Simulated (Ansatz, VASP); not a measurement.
## La in VASP and in Ansatz

Contents of POSCAR:

```
La
1.0
    0.0000000000      2.6613330491      2.6613330491
    2.6613330491      0.0000000000      2.6613330491
    2.6613330491      2.6613330491      0.0000000000
La
1
Direct
    0.0000000000      0.0000000000      0.0000000000
```

The input INCAR.step1:

```
PREC = Accurate ; ENCUT = 520
ISMEAR = -1 ; SIGMA = 0.08
LREAL = F ; LASPH = T
NELM = 100 ; NBANDS = 12
GGA = PE ; ALGO = Normal
EDIFF = 1E-4 ; LWAVE = T
LCHARG = F
```

File INCAR.step2:

```
PREC = Accurate ; ENCUT = 520
EDIFF = 1E-8 ; ISMEAR = -1
SIGMA = 0.08 ; LREAL = F
LASPH = T ; NELM = 100
ALGO = Normal ; ISIF = 2
LWAVE = F ; LCHARG = F
METAGGA = R2SCAN ; LMIXTAU = T
LEFG = T ; NBANDS = 12
ISTART = 1
```

KPOINTS

```
Automatic mesh
0
Gamma
  13 13 13
```

Input for Ansatz:

```yaml
crystal:
  lattice:
    - [0.0, 2.6613330491, 2.6613330491]
    - [2.6613330491, 0.0, 2.6613330491]
    - [2.6613330491, 2.6613330491, 0.0]
  atoms:
    - { symbol: La, position: [0.0, 0.0, 0.0] }
kpoints:
  mp_grid: { grid: [13, 13, 13] }
  band_path:
    path:
      - [0.0, 0.0, 0.0]
      - [0.5, 0.0, 0.5]
      - [0.625, 0.25, 0.625]
      - [0.375, 0.375, 0.75]
      - [0.0, 0.0, 0.0]
      - [0.5, 0.5, 0.5]
      - [0.5, 0.25, 0.75]
      - [0.5, 0.0, 0.5]
    npoints: 8
scf:
  occupations: { method: fermi_dirac, width: 0.08 }
hamiltonian:
  xc: r2scan
  pseudopotentials: { kind: paw }
output:
  forces: true
  stress: true
  eigenvalues: true
  efg: { contact_densities: true }
  populations: true
  bader: true
  dos: { projected: true, de: 0.2, e_range: [-14, 8] }
```

Alike in both runs: task electric field gradients; functional r2SCAN; k mesh 13 × 13 × 13; occupations fermi-dirac, width 0.08 eV; no spin polarisation.

```csv
,VASP,Ansatz
version,VASP 6.6.1,Ansatz 0.2.0
potentials or method,"VASP PAW PBE potentials, release 64 (La)","PAW with Ansatz's default frozen-core files, scalar-relativistic"
plane-wave cutoff (eV),520,500
valence electrons in the cell,11,11
```

```csv
,VASP,Ansatz,Ansatz less VASP
pressure (GPa),-0.4,-0.4,-0.08
```

VASP's potentials were made for PBE, not for r2SCAN.

Spin-orbit coupling is off throughout.
